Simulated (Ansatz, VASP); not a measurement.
## MgO in VASP and in Ansatz

File INCAR:

```
SYSTEM = MgO
ALGO = Normal
EDIFF = 1E-6
ENCUT = 520
GGA = PE
ISIF = 2
ISMEAR = 0
LASPH = .True.
LCHARG = .False.
LREAL = .False.
LWAVE = .False.
NBANDS = 16
NELM = 100
PREC = Accurate
SIGMA = 0.05
```

KPOINTS

```
k-points
0
Gamma
  12 12 4
  0 0 0
```

POSCAR

```
MgO
1.0
    2.9377244759      0.0000000000      0.0000000000
   -1.4688622380      2.5441440255      0.0000000000
    0.0000000000      0.0000000000      5.3595746837
Mg O
2 2
Direct
    0.0000000000      0.0000000000      0.0000000000
    0.0000000000      0.0000000000      0.5000000000
    0.3333333333      0.6666666667      0.2500000000
    0.3333333333      0.6666666667      0.7500000000
```

Input for Ansatz:

```yaml
crystal:
  lattice:
    - [2.9377244759, 0.0, 0.0]
    - [-1.468862238, 2.5441440255, 0.0]
    - [0.0, 0.0, 5.3595746837]
  atoms:
    - { symbol: Mg, position: [0.0, 0.0, 0.0] }
    - { symbol: Mg, position: [0.0, 0.0, 0.5] }
    - { symbol: O, position: [0.3333333333, 0.6666666667, 0.25] }
    - { symbol: O, position: [0.3333333333, 0.6666666667, 0.75] }
basis:
  ecutwfc: 420
kpoints:
  mp_grid: { grid: [12, 12, 4] }
hamiltonian:
  xc: pbe
scf:
  occupations: { method: gaussian, width: 0.05 }
output:
  forces: true
  stress: true
  eigenvalues: true
  write_density: true
  write_potential: true
  elf: true
  volumetric_format: npy
```

Alike in both runs: task single point; functional PBE; k mesh 12 × 12 × 4; occupations gaussian, width 0.05 eV; no spin polarisation.

|  | VASP | Ansatz |
| --- | --- | --- |
| version | VASP 6.6.1 | Ansatz 0.2.0 |
| potentials or method | VASP PAW PBE potentials, release 64 (Mg, O), cutoff 520 eV | scalar-relativistic, plane waves, PAW |
| valence electrons in the cell | 16 | 32 |

Ansatz gave:

* gap on the k mesh at the Fermi level (eV): 3.02
* least direct gap on the mesh (eV): 3.12
* pressure (GPa): 0.0
* traceless stress, the component that is largest in VASP (GPa): -0.01

Q: Which values does VASP return?

A: gap on the k mesh at the Fermi level (eV): 3.00; least direct gap on the mesh (eV): 3.09; pressure (GPa): -0.7; traceless stress, the component that is largest in VASP (GPa): -0.09.

The functional is the same, so the differences come from potentials, cutoffs and numerics. VASP's potentials hold 16 valence electrons a cell and Ansatz's 32, so a difference there can come from the potentials and not from the codes.
